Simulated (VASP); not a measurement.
# BaS (Fm-3m) in VASP: single point with PBEsol

Aim: the single point of BaS with PBEsol.

Everything below comes from runs of VASP 6.6.1. Logs are shortened: lines on timing, memory, paths and dates and some standing lists are left out, and cuts for length are marked.

## Step 1: The cell of the first run

Symmetry: Fm-3m, No. 225, cubic system. The conventional cell has a = 6.332 Å, b = 6.332 Å, c = 6.332 Å, α = 90.00°, β = 90.00°, γ = 90.00°. Within 4.2 Å of Ba (site symmetry m-3m) lie 6 S at 3.17 Å. S (site symmetry m-3m) has 6 Ba at 3.17 Å within 4.2 Å.

## Step 2: Single point, PBEsol

File INCAR:

```
PREC = Accurate ; ENCUT = 500
EDIFF = 1E-6 ; ISMEAR = 0
SIGMA = 0.02 ; LREAL = False
LASPH = True ; NELM = 120
ALGO = Normal ; ISIF = 2
LWAVE = False ; LCHARG = False
GGA = PS ; NBANDS = 15
GGA_COMPAT = False
```

File KPOINTS:

```
regular mesh
0
Gamma
  8 8 8
```

File POSCAR:

```
BaS
1.0
    0.0000000000      3.1659352558      3.1659352558
    3.1659352558      0.0000000000      3.1659352558
    3.1659352558      3.1659352558      0.0000000000
Ba S
1 1
Direct
    0.0000000000      0.0000000000      0.0000000000
    0.5000000000      0.5000000000      0.5000000000
```

Potentials or basis: VASP PAW PBE potentials, release 64 (Ba_sv, S).

Command:

```bash
cat potpaw_PBE.64/Ba_sv/POTCAR potpaw_PBE.64/S/POTCAR > POTCAR
mpirun -np 1 vasp_std > vasp.out
```

OUTCAR:

```text
PREC = Accurate
   ENCUT = 500
   EDIFF = 1E-6
   ISMEAR = 0
   LREAL = False
   LASPH = True
   NELM = 120
   ISIF = 2
   GGA = PS

 ion  position               nearest neighbor table
   1  0.000  0.000  0.000-   2 3.17   2 3.17   2 3.17   2 3.17   2 3.17   2 3.17
   2  0.500  0.500  0.500-   1 3.17   1 3.17   1 3.17   1 3.17   1 3.17   1 3.17

  LATTYP: Found a face centered cubic cell.
 ALAT       =     6.3318705116

  Lattice vectors:

 A1 = (   0.0000000000,   3.1659352558,   3.1659352558)
 A2 = (   3.1659352558,   0.0000000000,   3.1659352558)
 A3 = (   3.1659352558,   3.1659352558,   0.0000000000)

Analysis of symmetry for initial positions (statically):
=====================================================================
 Subroutine PRICEL returns:
 Original cell was already a primitive cell.

 Routine SETGRP: Setting up the symmetry group for a
 face centered cubic supercell.

 Subroutine GETGRP returns: Found 48 space group operations
[... 9 lines left out ...]

 Routine SETGRP: Setting up the symmetry group for a
 face centered cubic supercell.

 Subroutine GETGRP returns: Found 48 space group operations
[... 11 lines left out ...]
                                     Primitive cell

  volume of cell :      63.4653

  direct lattice vectors                    reciprocal lattice vectors
     0.000000000  3.165935256  3.165935256    -0.157931215  0.157931215  0.157931215
     3.165935256  0.000000000  3.165935256     0.157931215 -0.157931215  0.157931215
     3.165935256  3.165935256  0.000000000     0.157931215  0.157931215 -0.157931215

  length of vectors
     4.477308576  4.477308576  4.477308576     0.273544888  0.273544888  0.273544888

  position of ions in fractional coordinates (direct lattice)
     0.000000000  0.000000000  0.000000000
     0.500000000  0.500000000  0.500000000

  ion indices of the primitive-cell ions
   primitive index   ion index
                 1           1
                 2           2

----------------------------------------------------------------------------------------

 KPOINTS: regular mesh

Automatic generation of k-mesh.
 Grid dimensions read from file:
 generate k-points for:    8    8    8

 Generating k-lattice:

  Cartesian coordinates                     Fractional coordinates (reciprocal lattice)
    -0.019741402  0.019741402  0.019741402     0.125000000  0.000000000  0.000000000
     0.019741402 -0.019741402  0.019741402     0.000000000  0.125000000  0.000000000
[... 59 lines left out ...]
   LREAL  =      F    real-space projection
   EDIFFG = 0.1E-04   stopping-criterion for IOM
   NSW    =      0    number of steps for IOM
   IBRION =     -1    ionic relax: 0-MD 1-quasi-New 2-CG
   NFREE  =      0    steps in history (QN), initial steepest desc. (CG)
   ISIF   =      2    stress and relaxation
   ISYM   =      2    0-nonsym 1-usesym 2-fastsym
   POTIM  = 0.5000    time-step for ionic-motion
   TEBEG  =    0.0;   TEEND  =   0.0 temperature during run
   PSTRESS=    0.0 pullay stress
   NELECT =      16.0000    total number of electrons
   NUPDOWN=      -1.0000    fix difference up-down
   EMIN   =  10.00;   EMAX   =-10.00  energy-range for DOS
   EFERMI =   0.00;   METHOD = LEGACY
   ISMEAR =     0;   SIGMA  =   0.02  broadening in eV -4-tet -1-fermi 0-gaus
   EFERMI_NEDOS =   21; number of points for ismear=-14 and -15
   IALGO  =     38    algorithm
   IMIX   =      4    mixing-type and parameters
     AMIX     =   0.40;   BMIX     =  1.00
     AMIX_MAG =   1.60;   BMIX_MAG =  1.00
  volume/ion in A,a.u.               =      31.73       214.14
  Fermi-wavevector in a.u.,A,eV,Ry     =   1.034196  1.954347 14.552262  1.069561
  Thomas-Fermi vector in A             =   2.168479
   LORBIT       =      0    0 simple, 1 ext, 2 COOP (PROOUT), +10 PAW based schemes
   GGA     = PS    functional components
   LHFCALC =     F    Hartree Fock is set to
   AEXX    =    0.0000 exact exchange contribution
   IVDW    =     0    specifies the selected vdW correction
   LEPSILON=     F    determine dielectric tensor
   LRPA    =     F    only Hartree local field effects (RPA)
 non-spin polarized calculation
 Gauss-broadening in eV      SIGMA  =   0.02
  energy-cutoff  :      500.00
  volume of cell :       63.47
 maximum number of plane-waves:      1639
 NGX is ok and might be reduce to    36
   NGX = 17   NGY = 17   NGZ = 17

 number of electron      15.9999999 magnetization

 Free energy of the ion-electron system (eV)
  ---------------------------------------------------
  ext. energy  EPLUGINS =         0.00000000
  ---------------------------------------------------
  free energy    TOTEN  =       -10.71714459 eV

  energy without entropy =      -10.71714459  energy(sigma->0) =      -10.71714459

 E-fermi :   1.6167     XC(G=0):  -8.9333

 val. band max:        1.4809159567   @ k =   0.0000   0.0000   0.0000
 cond. band min:       3.4136783708   @ k =   0.5000   0.5000   0.0000
 fundamental gap:      1.9327624141
 Fermi energy:         1.6167292920

 k-point     1 :       0.0000    0.0000    0.0000
  band No.  band energies     occupation
      1     -24.4745      2.00000
      2      -9.5135      2.00000
      3      -9.5135      2.00000
      4      -9.5135      2.00000
      5      -8.9133      2.00000
      6       1.4809      2.00000
      7       1.4809      2.00000
      8       1.4809      2.00000
      9       5.0162      0.00000
     10       5.2644      0.00000
     11       5.2644      0.00000
     12       5.2644      0.00000
     13       6.2466      0.00000
     14       6.2466      0.00000
[... 401 lines left out ...]
      2     -10.5769      2.00000
      3      -9.7348      2.00000
      4      -9.6329      2.00000
      5      -7.8507      2.00000
      6      -0.0879      2.00000
      7       0.5696      2.00000
      8       0.6597      2.00000
      9       6.1011      0.00000
     10       6.3072      0.00000
     11       8.2036      0.00000
     12       8.4475      0.00000
     13       9.4225      0.00000
     14      10.3366      0.00000
     15      11.0523      0.00000

 [... further k-points ...]
[... 5 lines left out ...]
  --------------------------------------------------------------------------------------
  -------------------------------------------------------------------------------------
  Total        0.2684316      0.2684316      0.2684316      0.0000000     -0.0000000     -0.0000000
  in kB        6.7765420      6.7765420      6.7765420      0.0000000     -0.0000000     -0.0000000
  external PRESSURE =       6.7765420 kB  Pullay stress =       0.0000000 kB

 VOLUME and BASIS-vectors are now :
 -----------------------------------------------------------------------------
  energy-cutoff  :      500.00
  volume of cell :       63.47
      direct lattice vectors                 reciprocal lattice vectors
     0.000000000  3.165935256  3.165935256    -0.157931215  0.157931215  0.157931215
     3.165935256  0.000000000  3.165935256     0.157931215 -0.157931215  0.157931215
     3.165935256  3.165935256  0.000000000     0.157931215  0.157931215 -0.157931215

 POSITION                                       TOTAL-FORCE (eV/Angst)
 -----------------------------------------------------------------------------------
      0.00000      0.00000      0.00000         0.000000      0.000000     -0.000000
      3.16594      3.16594      3.16594        -0.000000     -0.000000      0.000000
 -----------------------------------------------------------------------------------
    total drift:                                0.000000      0.000000      0.000000

  FREE ENERGIE OF THE ION-ELECTRON SYSTEM (eV)
  ---------------------------------------------------
  free  energy   TOTEN  =       -10.7171445936 eV

  energy  without entropy=      -10.7171445936  energy(sigma->0) =      -10.71714459
```

OSZICAR:

```text
N       E                     dE             d eps       ncg     rms          rms(c)
DAV:   1     0.772048308384E+02    0.77205E+02   -0.66620E+03   870   0.903E+02
DAV:   2    -0.695850121792E+01   -0.84163E+02   -0.75668E+02  1219   0.166E+02
DAV:   3    -0.110702474442E+02   -0.41117E+01   -0.40848E+01  1205   0.384E+01
DAV:   4    -0.111424970088E+02   -0.72250E-01   -0.72237E-01  1094   0.518E+00
DAV:   5    -0.111443995516E+02   -0.19025E-02   -0.19024E-02  1201   0.702E-01    0.479E+00
DAV:   6    -0.107211055767E+02    0.42329E+00   -0.54929E-01  1003   0.454E+00    0.329E+00
DAV:   7    -0.107123425995E+02    0.87630E-02   -0.13767E-01  1088   0.208E+00    0.178E+00
DAV:   8    -0.107174084853E+02   -0.50659E-02   -0.19466E-02   968   0.900E-01    0.227E-01
DAV:   9    -0.107167344004E+02    0.67408E-03   -0.27932E-03  1108   0.334E-01    0.105E-01
DAV:  10    -0.107171394214E+02   -0.40502E-03   -0.48574E-04   940   0.154E-01    0.276E-02
DAV:  11    -0.107171437316E+02   -0.43102E-05   -0.49771E-05  1178   0.457E-02    0.583E-03
DAV:  12    -0.107171445936E+02   -0.86203E-06   -0.40305E-06   998   0.120E-02
   1 F= -.10717145E+02 E0= -.10717145E+02  d E =-.621700E-24
```

stdout:

```text
POSCAR found type information on POSCAR BaS
 POSCAR found :  2 types and       2 ions
 scaLAPACK will be used
 -----------------------------------------------------------------------------
|                                                                             |
|                                                                             |
|     You enforced a specific xc type in the INCAR file but a different       |
|     I HOPE YOU KNOW WHAT YOU ARE DOING!                                     |
|                                                                             |
 -----------------------------------------------------------------------------

 LDA part: xc-table for (Slater+PW92), standard interpolation
 POSCAR, INCAR and KPOINTS ok, starting setup
 FFT: planning ... GRIDC
 FFT: planning ... GRID_SOFT
 FFT: planning ... GRID
 WAVECAR not read
 entering main loop
```

It took 25 s on 1 thread of AMD EPYC 7R13 (Zen 3), shared host; peak memory 0.18 GiB.

Results:

| Property | Result |
| --- | --- |
| Free energy | -10.7171 eV |
| Pressure | 0.7 GPa |
| Band gap on the k mesh | 1.93 eV, indirect (least direct gap 2.06 eV) |

Caveat: the PAW data sets were made with another functional, which shifts forces and pressure a little; spin-orbit coupling is left out, which moves the levels of the heavy elements. A k mesh can miss the band edges.
